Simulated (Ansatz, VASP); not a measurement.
Two plane-wave programs on TlCl

The input POSCAR:

```
TlCl
1.0
    3.8370264146      0.0000000000      0.0000000000
    0.0000000000      3.8370264146      0.0000000000
    0.0000000000      0.0000000000      3.8370264146
Tl Cl
1 1
Direct
    0.0000000000      0.0000000000      0.0000000000
    0.5000000000      0.5000000000      0.5000000000
```

The input INCAR.step1:

```
SYSTEM = TlCl
PREC     = Accurate       ! precision mode
ENCUT    = 550            ! plane-wave cutoff, eV
ISMEAR   = 0              ! smearing method
SIGMA    = 0.02           ! smearing width, eV
LREAL    = .FALSE.        ! projectors in reciprocal space
LASPH    = .TRUE.         ! aspherical terms in the spheres
NELM     = 120            ! most SCF steps
NBANDS   = 17             ! bands
GGA      = PE             ! functional
ALGO     = Normal         ! electronic algorithm
EDIFF    = 1E-5           ! SCF threshold, eV
LWAVE    = .TRUE.         ! write WAVECAR
LCHARG   = .FALSE.        ! write CHGCAR
GGA_COMPAT= .FALSE.
```

Contents of INCAR.step2:

```
SYSTEM = TlCl
PREC     = Accurate       ! precision mode
ENCUT    = 550            ! plane-wave cutoff, eV
EDIFF    = 1E-6           ! SCF threshold, eV
ISMEAR   = 0              ! smearing method
SIGMA    = 0.02           ! smearing width, eV
LREAL    = .FALSE.        ! projectors in reciprocal space
LASPH    = .TRUE.         ! aspherical terms in the spheres
NELM     = 120            ! most SCF steps
ALGO     = Normal         ! electronic algorithm
ISIF     = 2              ! what is computed and relaxed
LWAVE    = .FALSE.        ! write WAVECAR
LCHARG   = .FALSE.        ! write CHGCAR
METAGGA  = R2SCAN         ! meta-GGA
LMIXTAU  = .TRUE.       
NBANDS   = 17             ! bands
ISTART   = 1            
GGA_COMPAT= .FALSE.
```

KPOINTS

```
regular mesh
0
G
  8 8 8
  0 0 0
```

Input for Ansatz:

```yaml
crystal:
  lattice:
    - [3.8370264146, 0.0, 0.0]
    - [0.0, 3.8370264146, 0.0]
    - [0.0, 0.0, 3.8370264146]
  atoms:
    - { symbol: Tl, position: [0.0, 0.0, 0.0] }
    - { symbol: Cl, position: [0.5, 0.5, 0.5] }
basis:
  ecutwfc: 500
kpoints:
  mp_grid: { grid: [8, 8, 8] }
  band_path: { path: [VBM, CBM], npoints: 2 }
hamiltonian:
  xc: r2scan
scf:
  occupations: { method: gaussian, width: 0.02 }
output:
  forces: true
  stress: true
  eigenvalues: true
```

Alike in both runs: task single point; functional r2SCAN; k mesh 8 × 8 × 8; occupations gaussian, width 0.02 eV; no spin polarisation.

```csv
,VASP,Ansatz
version,VASP 6.6.1,Ansatz 0.2.0
potentials or method,"VASP PAW PBE potentials, release 64 (Tl_d, Cl), cutoff 550 eV","scalar-relativistic, plane waves, PAW"
valence electrons in the cell,20,20
```

|  | VASP | Ansatz | Ansatz less VASP |
| --- | --- | --- | --- |
| gap on the k mesh at the Fermi level (eV) | 2.51 | 2.51 | -0.007 |
| least direct gap on the mesh (eV) | 2.51 | 2.51 | -0.007 |
| pressure (GPa) | 0.0 | 0.0 | +0.06 |

VASP's potentials were made for PBE, not for r2SCAN. The functional is the same, so the differences come from potentials, cutoffs and numerics.

Neither program's run includes spin-orbit coupling.
